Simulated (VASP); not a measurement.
**ZnO: single point with PBEsol**

Crystal: ZnO.

```xyz
4
Lattice="3.2305 0.0000 0.0000 -1.6152 2.7977 0.0000 0.0000 0.0000 4.9012" Properties=species:S:1:pos:R:3 pbc="T T T"
Zn    1.6152    0.9326    2.4062
Zn    0.0000    1.8651   -0.0444
O     1.6152    0.9326    4.3590
O     0.0000    1.8651    1.9084
```

* Program: VASP 6.6.1
* Task: single point
* Functional: PBEsol
* Potentials or basis: VASP PAW PBE potentials, release 64 (Zn, O_h)
* Cutoff: 910 eV
* k mesh: 12 × 12 × 6
* Occupations: gaussian, width 0.02 eV
* Spin: no spin polarisation
* Dipole correction: no
* Further INCAR settings: ALGO = Normal; EDIFF = 1e-06; NBANDS = 26

* Pressure: 10.6 GPa
* Largest force: 0.008 eV/Å
* Band gap on the k mesh: 0.85 eV

Forces on the atoms (eV/Å):
```
Zn   0.000  0.000 -0.008
Zn   0.000  0.000 -0.008
O    0.000  0.000  0.008
O    0.000  0.000  0.008
```

Stress tensor (GPa, compression positive):
```
 9.15  0.00  0.00
 0.00  9.15  0.00
 0.00  0.00 13.47
```

Levels at points of the mesh, in eV from the valence-band top:
```
           k point  band 15  band 16  band 17  band 18  band 19  band 20  band 21  band 22
(0.00, 0.00, 0.00)    -0.87    -0.20     0.00     0.00     0.85     5.14     8.85    12.56
(0.50, 0.00, 0.00)    -2.95    -2.64    -1.29    -1.09     5.98     6.70     8.02     8.57
(0.00, 0.00, 0.50)    -0.42    -0.42    -0.42    -0.42     3.65     3.65    10.58    10.58
(0.50, 0.00, 0.50)    -1.80    -1.80    -1.22    -1.22     5.79     5.79     8.75     8.75
```

Wall time 2 min on 1 thread of Intel(R) Xeon(R) Platinum 8259CL CPU @ 2.50GHz (Skylake/Cascade Lake) (shared host), peak memory 0.32 GiB.

Caveat: the cutoff is under 1.25 times the usual one of these potentials, so pressure, stress and relaxed cells hold a basis-set (Pulay) error; the cell stands under pressure; the PAW data sets were made with another functional, which shifts forces and pressure a little.
